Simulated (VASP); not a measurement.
Crystal: Fe.

```xyz
1
Lattice="2.2831 0.0000 0.0000 0.0000 2.2831 0.0000 0.0000 0.0000 2.2831" Properties=species:S:1:pos:R:3 pbc="T T T"
Fe    0.0000    0.0000    0.0000
```

- Program: VASP 6.6.1
- Task: relaxation of cell and atoms
- Functional: PBE
- Potentials or basis: VASP PAW PBE potentials, release 64 (Fe)
- Cutoff: 600 eV
- k mesh: 18 × 18 × 18
- Occupations: fermi-dirac, width 0.03 eV
- Spin: collinear spin, ferromagnetic start
- Starting moments: [3.0] μB

At the start: pressure 17.9 GPa; volume 11.90 Å³/atom.

Problem. Where does the relaxation end?

Solution. Over 17 steps the energy falls by 70.6 meV/atom and the volume is 13.23 Å³/atom (+11.2 %); space group Pm-3m (No. 221, to 0.05 Å); moment 2.36 μB per cell.

Step by step:
```
step  energy change (eV)  largest force (eV/Å)  pressure (GPa)  volume (Å³)
   1              0.0000                0.0000           17.91        11.90
   2             -0.0410                0.0000           -7.68        14.34
   3             -0.0705                0.0000           -0.45        13.28
   4             -0.0706                0.0000           -0.08        13.24
   5             -0.0706                0.0000            0.21        13.21
   6             -0.0706                0.0000            0.15        13.21
   7             -0.0706                0.0000            0.17        13.22
   8             -0.0706                0.0000            0.18        13.22
   9             -0.0706                0.0000            0.19        13.22
  10             -0.0706                0.0000            0.19        13.22
  11             -0.0706                0.0000            0.18        13.22
  12             -0.0706                0.0000            0.16        13.22
  13             -0.0706                0.0000            0.18        13.22
  14             -0.0706                0.0000            0.16        13.22
  15             -0.0706                0.0000            0.15        13.22
  16             -0.0706                0.0000            0.10        13.22
  17             -0.0706                0.0000            0.05        13.23
```

Final structure:
```
Fe
1.0
     2.36510    0.00000    0.00000
     0.00000    2.36510    0.00000
     0.00000    0.00000    2.36510
Fe
1
Direct
  0.00000 0.00000 0.00000
```
